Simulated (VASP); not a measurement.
# GaB (P4/mmm) in VASP: further runs

GaB is run at these levels: HSE06; tasks: single point.

Everything below comes from runs of VASP 6.6.1. Logs are shortened: lines on timing, memory, paths and dates and some standing lists are left out, and cuts for length are marked.

## Step 1: The cell of the first run

It takes space group P4/mmm (No. 123, tetragonal). The conventional cell has a = 2.663 Å, b = 2.663 Å, c = 3.170 Å, α = 90.00°, β = 90.00°, γ = 90.00°. Ga (site symmetry 4/mmm) has 8 B at 2.46 Å and 6 Ga at 2.66 to 3.17 Å within 3.2 Å. Within 3.2 Å of B (site symmetry 4/mmm) lie 8 Ga at 2.46 Å and 6 B at 2.66 to 3.17 Å.

## Step 2: Single point, HSE06

POSCAR

```
GaB
1.0
    2.6627501442      0.0000000000      0.0000000000
    0.0000000000      2.6627501442      0.0000000000
    0.0000000000      0.0000000000      3.1701463609
Ga B
1 1
Direct
    0.5000000000      0.5000000000      0.5000000000
    0.0000000000      0.0000000000      0.0000000000
```

INCAR.step1

```
ALGO = Normal
EDIFF = 1E-5
ENCUT = 520
GGA = PE
ISIF = 2
ISMEAR = -1
LASPH = True
LREAL = False
LWAVE = True
NBANDS = 15
NELM = 60
PREC = Accurate
SIGMA = 0.05
```

INCAR.step2

```
ALGO = Normal
EDIFF = 1E-6
ENCUT = 520
GGA = PE
HFSCREEN = 0.2079
ISIF = 2
ISMEAR = -1
ISTART = 1
LASPH = True
LCHARG = True
LELF = True
LHFCALC = True
LREAL = False
LVHAR = True
LWAVE = False
NBANDS = 15
NELM = 60
PREC = Accurate
PRECFOCK = Normal
SIGMA = 0.05
```

KPOINTS

```
k-points
0
Gamma
  5 5 4
```

Potentials or basis: VASP PAW PBE potentials, release 64 (Ga_d, B).

Command:

```bash
$ cat potpaw_PBE.64/Ga_d/POTCAR potpaw_PBE.64/B/POTCAR > POTCAR
$ cp INCAR.step1 INCAR
$ mpirun -np 1 vasp_std > vasp.out
$ cp INCAR.step2 INCAR
$ mpirun -np 1 vasp_std > vasp.out
```

OUTCAR:

```text
EDIFF = 1E-6
   ENCUT = 520
   GGA = PE
   HFSCREEN = 0.2079
   ISIF = 2
   ISMEAR = -1
   ISTART = 1
   LASPH = True
   LHFCALC = True
   LREAL = False
   NELM = 60
   PREC = Accurate
   PRECFOCK = Normal

 ion  position               nearest neighbor table
   1  0.500  0.500  0.500-   2 2.46   2 2.46   2 2.46   2 2.46   2 2.46   2 2.46   2 2.46   2 2.46

   2  0.000  0.000  0.000-   1 2.46   1 2.46   1 2.46   1 2.46   1 2.46   1 2.46   1 2.46   1 2.46

  LATTYP: Found a simple tetragonal cell.
 ALAT       =     2.6627501442
 C/A-ratio  =     1.1905534463

  Lattice vectors:

 A1 = (   2.6627501442,   0.0000000000,   0.0000000000)
 A2 = (   0.0000000000,   2.6627501442,   0.0000000000)
 A3 = (   0.0000000000,   0.0000000000,   3.1701463609)

Analysis of symmetry for initial positions (statically):
=====================================================================
 Subroutine PRICEL returns:
 Original cell was already a primitive cell.

 Routine SETGRP: Setting up the symmetry group for a
 simple tetragonal supercell.

 Subroutine GETGRP returns: Found 16 space group operations
 (whereof 16 operations were pure point group operations)
 out of a pool of 16 trial point group operations.

The static configuration has the point symmetry D_4h.

Analysis of symmetry for dynamics (positions and initial velocities):
=====================================================================
 Subroutine PRICEL returns:
 Original cell was already a primitive cell.

 Routine SETGRP: Setting up the symmetry group for a
 simple tetragonal supercell.

 Subroutine GETGRP returns: Found 16 space group operations
 (whereof 16 operations were pure point group operations)
 out of a pool of 16 trial point group operations.

The dynamic configuration has the point symmetry D_4h.

 Subroutine INISYM returns: Found 16 space group operations
 (whereof 16 operations are pure point group operations),
 and found     1 'primitive' translations

----------------------------------------------------------------------------------------

                                     Primitive cell

  volume of cell :      22.4771

  direct lattice vectors                    reciprocal lattice vectors
     2.662750144  0.000000000  0.000000000     0.375551571  0.000000000  0.000000000
     0.000000000  2.662750144  0.000000000     0.000000000  0.375551571  0.000000000
     0.000000000  0.000000000  3.170146361     0.000000000  0.000000000  0.315442849

  length of vectors
     2.662750144  2.662750144  3.170146361     0.375551571  0.375551571  0.315442849

  position of ions in fractional coordinates (direct lattice)
     0.500000000  0.500000000  0.500000000
     0.000000000  0.000000000  0.000000000

  ion indices of the primitive-cell ions
   primitive index   ion index
                 1           1
                 2           2

----------------------------------------------------------------------------------------

 KPOINTS: k-points

Automatic generation of k-mesh.
 Grid dimensions read from file:
 generate k-points for:    5    5    4

 Generating k-lattice:

  Cartesian coordinates                     Fractional coordinates (reciprocal lattice)
     0.075110314  0.000000000  0.000000000     0.200000000  0.000000000  0.000000000
     0.000000000  0.075110314  0.000000000     0.000000000  0.200000000  0.000000000
     0.000000000  0.000000000  0.078860712     0.000000000  0.000000000  0.250000000

  Length of vectors
     0.075110314  0.075110314  0.078860712

  Shift w.r.t. Gamma in fractional coordinates (k-lattice)
     0.000000000  0.000000000  0.000000000

 Subroutine IBZKPT returns following result:
 ===========================================

 Found     18 irreducible k-points:

 Following reciprocal coordinates:
            Coordinates               Weight
  0.000000  0.000000  0.000000      1.000000
  0.200000  0.000000  0.000000      4.000000
  0.400000  0.000000  0.000000      4.000000
  0.200000  0.200000  0.000000      4.000000
  0.400000  0.200000  0.000000      8.000000
  0.400000  0.400000  0.000000      4.000000
[... 10 lines left out ...]
  0.400000  0.200000  0.500000      8.000000
  0.400000  0.400000  0.500000      4.000000
   k-points           NKPTS =     18   k-points in BZ     NKDIM =    100   number of bands    NBANDS=     15
   number of dos      NEDOS =    301   number of ions     NIONS =      2
   total plane-waves  NPLWV =   9600
   dimension x,y,z NGX =    20 NGY =   20 NGZ =   24
   dimension x,y,z NGXF=    40 NGYF=   40 NGZF=   48
   ions per type =               1   1
   NGX,Y,Z   is equivalent  to a cutoff of  12.49, 12.49, 12.59 a.u.
   NGXF,Y,Z  is equivalent  to a cutoff of  24.97, 24.97, 25.17 a.u.
 SYSTEM =  unknown system
   PREC   = accura    normal or accurate (medium, high low for compatibility)
   ISTART =      1    job   : 0-new  1-cont  2-samecut
   ICHARG =      0    charge: 1-file 2-atom 10-const
   ISPIN  =      1    spin polarized calculation?
   LNONCOLLINEAR =      F non collinear calculations
   LSORBIT =      F    spin-orbit coupling
   LASPH  =      T    aspherical Exc in radial PAW
   ENCUT  =  520.0 eV  38.22 Ry    6.18 a.u.   4.95  4.95  5.89*2*pi/ulx,y,z
   NELM   =     60;   NELMIN=  2; NELMDL=  0     # of ELM steps
   EDIFF  = 0.1E-05   stopping-criterion for ELM
   LREAL  =      F    real-space projection
   EDIFFG = 0.1E-04   stopping-criterion for IOM
   NSW    =      0    number of steps for IOM
   IBRION =     -1    ionic relax: 0-MD 1-quasi-New 2-CG
   NFREE  =      0    steps in history (QN), initial steepest desc. (CG)
   ISIF   =      2    stress and relaxation
   ISYM   =      3    0-nonsym 1-usesym 2-fastsym
   POTIM  = 0.5000    time-step for ionic-motion
   TEBEG  =    0.0;   TEEND  =   0.0 temperature during run
   PSTRESS=    0.0 pullay stress
   NELECT =      16.0000    total number of electrons
   NUPDOWN=      -1.0000    fix difference up-down
   EMIN   =  10.00;   EMAX   =-10.00  energy-range for DOS
   EFERMI =   0.00;   METHOD = LEGACY
   ISMEAR =    -1;   SIGMA  =   0.05  broadening in eV -4-tet -1-fermi 0-gaus
   EFERMI_NEDOS =   21; number of points for ismear=-14 and -15
   IALGO  =     38    algorithm
   IMIX   =      1    mixing-type and parameters
     AMIX     =   0.40;   BMIX     =  1.00
     AMIX_MAG =   1.60;   BMIX_MAG =  1.00
  volume/ion in A,a.u.               =      11.24        75.84
  Fermi-wavevector in a.u.,A,eV,Ry     =   1.461733  2.762275 29.071078  2.136664
  Thomas-Fermi vector in A             =   2.578030
   LORBIT       =      0    0 simple, 1 ext, 2 COOP (PROOUT), +10 PAW based schemes
   GGA     = PE    functional components
   LHFCALC =     T    Hartree Fock is set to
   PRECFOCK=normal    Normal, Fast or Accurate (Low or Medium for compatibility)
   ENCUT4O =  -1.0   cutoff for four orbital integrals eV
   NKREDX  =     1    reduce k-point grid by
   NKREDY  =     1    reduce k-point grid by
   NKREDZ  =     1    reduce k-point grid by
   AEXX    =    0.2500 exact exchange contribution
   HFSCREEN=    0.2079 screening length (either q_TF or 0.3 A-1)
   HFSCREENC=   0.2079 screening length for correlation (either q_TF or 0.3 A-1)
   ENCUTFOCK=  -1.0 apply spherical cutoff to Coloumb kernel
   IVDW    =     0    specifies the selected vdW correction
   LEPSILON=     F    determine dielectric tensor
   LRPA    =     F    only Hartree local field effects (RPA)
 non-spin polarized calculation
  energy-cutoff  :      520.00
  volume of cell :       22.48
 maximum number of plane-waves:       618
 NGX is ok and might be reduce to    20
  NGX = 16; NGY = 16; NGZ = 18

 number of electron      15.9999993 magnetization

 Free energy of the ion-electron system (eV)
  ---------------------------------------------------
  ext. energy  EPLUGINS =         0.00000000
  ---------------------------------------------------
  free energy    TOTEN  =        -8.08809381 eV

  energy without entropy =       -8.08146393  energy(sigma->0) =       -8.08477887

 E-fermi :   7.5769     XC(G=0):  -9.9564

 val. band max:        7.5715379710   @ k =   0.4000   0.4000   0.2500
 cond. band min:       8.2319044940   @ k =   0.4000   0.4000   0.5000
 fundamental gap:      0.6603665230
 Fermi energy:         7.5768809358

 k-point     1 :       0.0000    0.0000    0.0000
  band No.  band energies     occupation
      1     -10.8285      2.00000
      2     -10.6485      2.00000
      3     -10.3077      2.00000
      4     -10.3077      2.00000
      5     -10.2367      2.00000
      6      -8.1498      2.00000
      7       5.3178      2.00000
      8      10.2574      0.00000
      9      10.8506      0.00000
     10      10.8506      0.00000
     11      17.8256      0.00000
     12      17.8686      0.00000
     13      23.0248      0.00000
     14      24.2492      0.00000
     15      24.2493      0.00000

 k-point     2 :       0.2000    0.0000    0.0000
  band No.  band energies     occupation
      1     -10.7477      2.00000
      2     -10.5661      2.00000
      3     -10.3975      2.00000
      4     -10.3013      2.00000
      5     -10.2997      2.00000
      6      -7.2553      2.00000
      7       5.9592      2.00000
      8       6.3365      2.00000
      9      10.9264      0.00000
     10      11.6411      0.00000
     11      18.5257      0.00000
     12      19.7119      0.00000
     13      20.0028      0.00000
     14      23.5665      0.00000
     15      25.1972      0.00000
[... 257 lines left out ...]
      3     -10.4698      2.00000
      4     -10.4365      2.00000
      5     -10.2143      2.00000
      6       0.2485      2.00000
      7       0.5364      2.00000
      8       4.3480      2.00000
      9       5.7641      2.00000
     10      11.2338      0.00000
     11      14.6224      0.00000
     12      17.0668      0.00000
     13      19.1245      0.00000
     14      26.8331      0.00000
     15      28.9608      0.00000

 k-point    18 :       0.4000    0.4000    0.5000
  band No.  band energies     occupation
      1     -10.6930      2.00000
      2     -10.6160      2.00000
      3     -10.5964      2.00000
      4     -10.2203      2.00000
      5     -10.1545      2.00000
      6       2.6699      2.00000
      7       3.4878      2.00000
      8       6.2511      2.00000
      9       6.8802      2.00000
     10       8.2319      0.00000
     11       8.7923      0.00000
     12      11.9235      0.00000
     13      13.4625      0.00000
     14      27.7295      0.00000
     15      32.4881      0.00000

------------------------ aborting loop because EDIFF is reached ----------------------------------------

  FORCE on cell =-STRESS in cart. coord.  units (eV):
  Direction    XX          YY          ZZ          XY          YZ          ZX
  --------------------------------------------------------------------------------------
  -------------------------------------------------------------------------------------
  Total        0.7072227      0.7072227      0.1075285      0.0000000      0.0000000     -0.0000000
  in kB       50.4111546     50.4111546      7.6646781      0.0000000      0.0000000     -0.0000000
  external PRESSURE =      36.1623291 kB  Pullay stress =       0.0000000 kB

 VOLUME and BASIS-vectors are now :
 -----------------------------------------------------------------------------
  energy-cutoff  :      520.00
  volume of cell :       22.48
      direct lattice vectors                 reciprocal lattice vectors
     2.662750144  0.000000000  0.000000000     0.375551571  0.000000000  0.000000000
     0.000000000  2.662750144  0.000000000     0.000000000  0.375551571  0.000000000
     0.000000000  0.000000000  3.170146361     0.000000000  0.000000000  0.315442849

 POSITION                                       TOTAL-FORCE (eV/Angst)
 -----------------------------------------------------------------------------------
      1.33138      1.33138      1.58507         0.000000      0.000000      0.000000
      0.00000      0.00000      0.00000         0.000000      0.000000      0.000000
 -----------------------------------------------------------------------------------
    total drift:                                0.000007      0.000002     -0.000002

  FREE ENERGIE OF THE ION-ELECTRON SYSTEM (eV)
  ---------------------------------------------------
  free  energy   TOTEN  =        -8.0880938100 eV

  energy  without entropy=       -8.0814639293  energy(sigma->0) =       -8.08477887
```

It took 9.5 min on 1 thread of Intel Xeon Platinum 8375C at 2.90GHz (Ice Lake), shared host; peak memory 0.24 GiB.

Results:

* Free energy: -8.0881 eV
* Pressure: 3.6 GPa
* Band gap on the k mesh: zero (band 8 reaches 12.92 eV, above the bottom of band 9 at 4.83 eV)

Caveat: the k points lie up to 0.50 Å⁻¹ apart; the PAW data sets were made with another functional, which shifts forces and pressure a little.

## Step 3: Single point, HSE06

This run uses another cell than the first one, of 11.48 Å³/atom, 1.021 times its volume.

POSCAR

```
GaB
1.0
    2.6815025236      0.0000000000      0.0000000000
    0.0000000000      2.6815025236      0.0000000000
    0.0000000000      0.0000000000      3.1924720708
Ga B
1 1
Direct
    0.5000000000      0.5000000000      0.5000000000
    0.0000000000      0.0000000000      0.0000000000
```

INCAR.step1

```
  ALGO = Normal
  EDIFF = 1E-5
  ENCUT = 520
  GGA = PE
  ISIF = 2
  ISMEAR = -1
  LASPH = True
  LCHARG = False
  LREAL = False
  LWAVE = True
  NBANDS = 15
  NELM = 60
  PREC = Accurate
  SIGMA = 0.05
```

INCAR.step2

```
  ALGO = Normal
  EDIFF = 1E-6
  ENCUT = 520
  GGA = PE
  HFSCREEN = 0.2079
  ISIF = 2
  ISMEAR = -1
  ISTART = 1
  LASPH = True
  LCHARG = False
  LHFCALC = True
  LREAL = False
  LWAVE = False
  NBANDS = 15
  NELM = 60
  PREC = Accurate
  PRECFOCK = Normal
  SIGMA = 0.05
```

KPOINTS is that of step 2.

Potentials or basis: VASP PAW PBE potentials, release 64 (Ga_d, B).

Command:

```bash
$ cat potpaw_PBE.64/Ga_d/POTCAR potpaw_PBE.64/B/POTCAR > POTCAR
$ cp INCAR.step1 INCAR
$ mpirun -np 1 vasp_std > vasp.out
$ cp INCAR.step2 INCAR
$ mpirun -np 1 vasp_std > vasp.out
```

It took 8.6 min on 1 thread of Intel Xeon Platinum 8375C at 2.90GHz (Ice Lake), shared host; peak memory 0.24 GiB.

It converged, with:

```
Free energy            : -8.0946 eV
Pressure               : 0.9 GPa
Band gap on the k mesh : zero (band 8 reaches 12.62 eV, above the bottom of band 9 at 4.60 eV)
```

Stress tensor (GPa, compression positive):
```
 2.20  0.00  0.00
 0.00  2.20  0.00
 0.00  0.00 -1.78
```

Levels at points of the mesh, in eV from the Fermi level:
```
           k point  band 4  band 5  band 6  band 7  band 8  band 9  band 10  band 11  band 12  band 13
(0.00, 0.00, 0.00)  -17.88  -17.81  -15.52   -2.20    2.54    3.24     3.24    10.11    10.16    15.16
(0.00, 0.00, 0.50)  -17.93  -17.81  -11.64  -11.55    5.27    5.27     9.62    10.77    10.77    11.39
```

Caveat: the k points lie up to 0.49 Å⁻¹ apart; the PAW data sets were made with another functional, which shifts forces and pressure a little.

## Step 4: Single point, HSE06

This run uses another cell than the first one, of 11.72 Å³/atom, 1.043 times its volume.

POSCAR

```
GaB
1.0
    2.6999962288      0.0000000000      0.0000000000
    0.0000000000      2.6999962288      0.0000000000
    0.0000000000      0.0000000000      3.2144898154
Ga B
1 1
Direct
    0.5000000000      0.5000000000      0.5000000000
    0.0000000000      0.0000000000      0.0000000000
```

INCAR.step1

```
SYSTEM = GaB
ALGO = Normal ; EDIFF = 1E-5
ENCUT = 520 ; GGA = PE
ISIF = 2 ; ISMEAR = -1
LASPH = .True. ; LCHARG = .False.
LREAL = .False. ; LWAVE = .True.
NBANDS = 15 ; NELM = 60
PREC = Accurate ; SIGMA = 0.05
```

INCAR.step2

```
SYSTEM = GaB
ALGO = Normal ; EDIFF = 1E-6
ENCUT = 520 ; GGA = PE
HFSCREEN = 0.2079 ; ISIF = 2
ISMEAR = -1 ; ISTART = 1
LASPH = .True. ; LCHARG = .False.
LHFCALC = .True. ; LREAL = .False.
LWAVE = .False. ; NBANDS = 15
NELM = 60 ; PREC = Accurate
PRECFOCK = Normal ; SIGMA = 0.05
```

KPOINTS

```
k-points
0
Gamma
  5 5 4
  0 0 0
```

Command:

```bash
$ cat potpaw_PBE.64/Ga_d/POTCAR potpaw_PBE.64/B/POTCAR > POTCAR
$ cp INCAR.step1 INCAR
$ mpirun -np 1 vasp_std > vasp.out
$ cp INCAR.step2 INCAR
$ mpirun -np 1 vasp_std > vasp.out
```

Run time: 9.3 min. Hardware: 1 thread of Intel Xeon Platinum 8375C at 2.90GHz (Ice Lake), shared host; peak memory 0.24 GiB.

Results (log left out):

```yaml
Free_energy: -8.0932 eV
Pressure: -1.6 GPa
Band_gap_on_the_k_mesh: zero (band 8 reaches 12.33 eV, above the bottom of band 9 at 4.39 eV)
```

Stress tensor (GPa, compression positive):
```
-0.46  0.00  0.00
 0.00 -0.46  0.00
 0.00  0.00 -3.93
```

Levels at points of the mesh, in eV from the Fermi level:
```
           k point  band 5  band 6  band 7  band 8  band 9  band 10  band 11  band 12
(0.00, 0.00, 0.00)  -17.81  -15.32   -2.15    2.40    3.20     3.20     9.95    10.08
(0.00, 0.00, 0.50)  -17.81  -11.49  -11.41    5.19    5.19     9.39    10.60    10.60
```

Caveat: the k points lie up to 0.49 Å⁻¹ apart; the PAW data sets were made with another functional, which shifts forces and pressure a little.

## Step 5: Overview

```csv
cell,gap on the mesh (eV),pressure (GPa)
"a = 2.663, b = 2.663, c = 3.170 Å, 2 atoms",none,3.6
"a = 2.682, b = 2.682, c = 3.192 Å, 2 atoms",none,0.9
"a = 2.700, b = 2.700, c = 3.214 Å, 2 atoms",none,-1.6
```

Alike in all rows: task single point; level HSE06; potentials or basis VASP PAW PBE potentials, release 64 (Ga_d, B); no spin polarisation; k mesh 5 × 5 × 4; cutoff (eV) 520; smearing fermi-dirac 0.05 eV.

Caveats: all runs use coarse meshes; the PAW data sets were made with another functional, which shifts forces and pressure a little.

Absolute energies hang on the potentials; compare differences alone.
